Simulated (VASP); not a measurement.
Wanted: the native input for a VASP 6.6.1 run.

- Task: single point
- Functional: HSE06
- Potentials or basis: VASP PAW PBE potentials, release 64 (B, N)
- Cutoff: 520 eV
- k mesh: 9 × 9 × 4
- Occupations: gaussian, width 0.01 eV
- Spin: no spin polarisation
- Dipole correction: no
- Grid for exact exchange (PRECFOCK): Normal
- Further INCAR settings: ALGO = Normal; EDIFF = 1e-07; NBANDS = 16
- Screening parameter: 0.2079 1/Å

BN:

```xyz
4
Lattice="2.4776 0.0000 0.0000 -1.2388 2.1456 0.0000 0.0000 0.0000 6.4636" Properties=species:S:1:pos:R:3 pbc="T T T"
B     0.0000    1.4304    1.6159
B     1.2388    0.7152    4.8477
N     0.0000    1.4304    4.8477
N     1.2388    0.7152    1.6159
```

This cell differs from its parent crystal: strain -0.9%.

One way to write it, as run:

POSCAR

```
BN
1.0
    2.4775772443      0.0000000000      0.0000000000
   -1.2387886221      2.1456448334      0.0000000000
    0.0000000000      0.0000000000      6.4636186877
B N
2 2
Direct
    0.3333333333      0.6666666667      0.2500000000
    0.6666666667      0.3333333333      0.7500000000
    0.3333333333      0.6666666667      0.7500000000
    0.6666666667      0.3333333333      0.2500000000
```

INCAR.step1

```
PREC     = Accurate       # precision mode
ENCUT    = 520            # plane-wave cutoff, eV
EDIFF    = 1E-5           # SCF threshold, eV
ISMEAR   = 0              # smearing method
SIGMA    = 0.01           # smearing width, eV
LREAL    = False          # projectors in reciprocal space
LASPH    = True           # aspherical terms in the spheres
NELM     = 100            # most SCF steps
ALGO     = Normal         # electronic algorithm
ISIF     = 2              # what is computed and relaxed
LWAVE    = True           # write WAVECAR
NBANDS   = 16             # bands
GGA      = PE             # functional
```

INCAR.step2

```
PREC     = Accurate       # precision mode
ENCUT    = 520            # plane-wave cutoff, eV
EDIFF    = 1E-7           # SCF threshold, eV
ISMEAR   = 0              # smearing method
SIGMA    = 0.01           # smearing width, eV
LREAL    = False          # projectors in reciprocal space
LASPH    = True           # aspherical terms in the spheres
NELM     = 100            # most SCF steps
ALGO     = Normal         # electronic algorithm
ISIF     = 2              # what is computed and relaxed
LWAVE    = False          # write WAVECAR
LCHARG   = True           # write CHGCAR
GGA      = PE             # functional
LHFCALC  = True           # exact exchange
HFSCREEN = 0.2079         # screening, 1/A
PRECFOCK = Normal       
LELF     = True           # ELF
LVHAR    = True         
NBANDS   = 16             # bands
ISTART   = 1
```

KPOINTS

```
Automatic mesh
0
Gamma
  9 9 4
```

Potentials or basis: VASP PAW PBE potentials, release 64 (B, N).

Command:

```sh
$ cat potpaw_PBE.64/B/POTCAR potpaw_PBE.64/N/POTCAR > POTCAR
$ cp INCAR.step1 INCAR
$ mpirun -np 1 vasp_std > vasp.out
$ cp INCAR.step2 INCAR
$ mpirun -np 1 vasp_std > vasp.out
```

It gave:

```yaml
Pressure: 7.2 GPa
Band_gap_on_the_k_mesh: 5.76 eV, indirect (least direct gap 6.06 eV)
```

Caveat: the cell differs from its parent crystal (strain -0.9%); the PAW data sets were made with another functional, which shifts forces and pressure a little; this functional lacks dispersion, which binds the layers, so the pressure and a relaxed spacing across them are unreliable.

Run time: 50 min on 1 thread of AMD EPYC 9R45 96-Core Processor (Zen 5), on a shared host, peak memory 0.24 GiB.
